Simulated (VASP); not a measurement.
A run of VASP 6.6.1 is set up as follows.

INCAR

```
PREC = Accurate ; ENCUT = 520
EDIFF = 1E-6 ; ISMEAR = 1
SIGMA = 0.05 ; LREAL = F
LASPH = T ; NELM = 100
ALGO = Normal ; ISIF = 2
LWAVE = F ; LCHARG = F
NBANDS = 11
```

Contents of KPOINTS:

```
regular mesh
0
Gamma
  14 14 8
```

File POSCAR:

```
C
1.0
    2.0690079633     -1.1946137766      0.0000000000
    2.0690079633      1.1946137766      0.0000000000
   -1.3412677127      0.0000000000      3.4068133960
C
2
Direct
    0.8333555300      0.8333555300      0.0000930400
    0.1666444700      0.1666444700      0.9999069600
```

Potentials or basis: VASP PAW LDA potentials, release 64 (C).

Command:

```console
$ cat potpaw_LDA.64/C/POTCAR > POTCAR
$ mpirun -np 1 vasp_std > vasp.out
```

Task: Estimate the band gap on the k mesh.

Result: 0.79 eV, indirect (least direct gap 0.82 eV).

Task: Estimate the pressure.

Result: 22.3 GPa.

Forces in eV/Å, atoms in the order of the input:
```
C    0.005  0.000  0.000
C   -0.005  0.000  0.000
```

A k mesh can miss the band edges.
